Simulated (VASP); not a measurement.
N, 2 atoms in the cell. It takes space group P6_3/mmc (No. 194, hexagonal). Conventional cell: a = 3.629 Å, b = 3.629 Å, c = 5.890 Å, α = 90.00°, β = 90.00°, γ = 120.00°. Within 4.7 Å of N (site symmetry -6m2) lie 12 N at 3.61 to 3.63 Å. 

* Program: VASP 6.6.1
* Task: single point
* Functional: r2SCAN
* Potentials or basis: VASP PAW PBE potentials, release 64 (N)
* Cutoff: 520 eV
* k mesh: 15 × 15 × 8
* Occupations: gaussian, width 0.15 eV
* Spin: no spin polarisation
* Dipole correction: no
* Further INCAR settings: ALGO = Normal; EDIFF = 1e-07; NBANDS = 12

Potentials or basis: VASP PAW PBE potentials, release 64 (N).

Command:

```sh
$ cat potpaw_PBE.64/N/POTCAR > POTCAR
$ cp INCAR.step1 INCAR
$ mpirun -np 1 vasp_std > vasp.out
$ cp INCAR.step2 INCAR
$ mpirun -np 1 vasp_std > vasp.out
```

Hardware: 1 thread of Intel(R) Xeon(R) Platinum 8488C (Sapphire Rapids), with other jobs on the host.

Problem. How long does it take, and how much memory?

Solution. Wall time 4.2 min on 1 thread of Intel(R) Xeon(R) Platinum 8488C (Sapphire Rapids), with other jobs on the host, peak memory 0.24 GiB. Counts: k points 135.
